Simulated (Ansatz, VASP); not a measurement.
**CdTe in VASP and in Ansatz**

INCAR

```
SYSTEM = CdTe
PREC = Accurate
ENCUT = 520
EDIFF = 1E-6
ISMEAR = -1
SIGMA = 0.05
LREAL = .False.
LASPH = .True.
NELM = 100
ALGO = Normal
ISIF = 2
LWAVE = .False.
LCHARG = .True.
GGA = PS
LELF = .True.
LVHAR = .True.
NBANDS = 26
```

The input KPOINTS:

```
Automatic mesh
0
Gamma
  9 9 6
  0 0 0
```

POSCAR

```
CdTe
1.0
    3.0652910000     -3.0946090000      0.0000000000
    3.0652910000      3.0946090000      0.0000000000
    0.0000000000      0.0000000000      6.0906520000
Cd Te
2 2
Direct
    0.2770300000      0.7229700000      0.7500000000
    0.7229700000      0.2770300000      0.2500000000
    0.7661370000      0.2338630000      0.7500000000
    0.2338630000      0.7661370000      0.2500000000
```

Input for Ansatz:

```yaml
crystal:
  lattice:
    - [3.065291, -3.094609, 0.0]
    - [3.065291, 3.094609, 0.0]
    - [0.0, 0.0, 6.090652]
  atoms:
    - { symbol: Cd, position: [0.27703, 0.72297, 0.75] }
    - { symbol: Cd, position: [0.72297, 0.27703, 0.25] }
    - { symbol: Te, position: [0.766137, 0.233863, 0.75] }
    - { symbol: Te, position: [0.233863, 0.766137, 0.25] }
kpoints:
  mp_grid: { grid: [9, 9, 6] }
  band_path:
    path:
      - [0.0, 0.0, 0.0]
      - [-0.5, 0.5, 0.0]
      - [-0.4952854913, 0.5047145087, 0.0]
      - [0.4952854913, 0.4952854913, 0.0]
      - [0.0, 0.0, 0.0]
      - [0.0, 0.0, 0.5]
      - [0.4952854913, 0.4952854913, 0.5]
      - [-0.4952854913, 0.5047145087, 0.5]
      - [-0.5, 0.5, 0.5]
    npoints: 14
scf:
  occupations: { method: fermi_dirac, width: 0.05 }
hamiltonian:
  xc: pbesol
  pseudopotentials: { kind: all_electron, lapw: { basis_error: 0.001 } }
output:
  forces: true
  stress: true
  eigenvalues: true
  populations: true
  dos: { projected: true, de: 0.2, e_range: [-14, 8] }
```

Alike in both runs: task single point; functional PBEsol; k mesh 9 × 9 × 6; occupations fermi-dirac, width 0.05 eV; no spin polarisation.

|  | VASP | Ansatz |
| --- | --- | --- |
| version | VASP 6.6.1 | Ansatz 0.2.0 |
| potentials or method | VASP PAW PBE potentials, release 64 (Cd, Te), cutoff 520 eV | all-electron LAPW, scalar-relativistic |

```csv
,VASP,Ansatz,Ansatz less VASP
pressure (GPa),-3.0,-3.2,-0.17
"traceless stress, the component that is largest in VASP (GPa)",0.24,0.24,-0.007
rms of the force components (eV/Å),0.026,0.028,+0.0013
```

VASP's potentials were made for PBE, not for PBEsol. Atom by atom the forces differ by 0.003 eV/Å (rms over components). Ansatz ran all-electron here, and VASP with PAW potentials.

Neither program's run includes spin-orbit coupling.
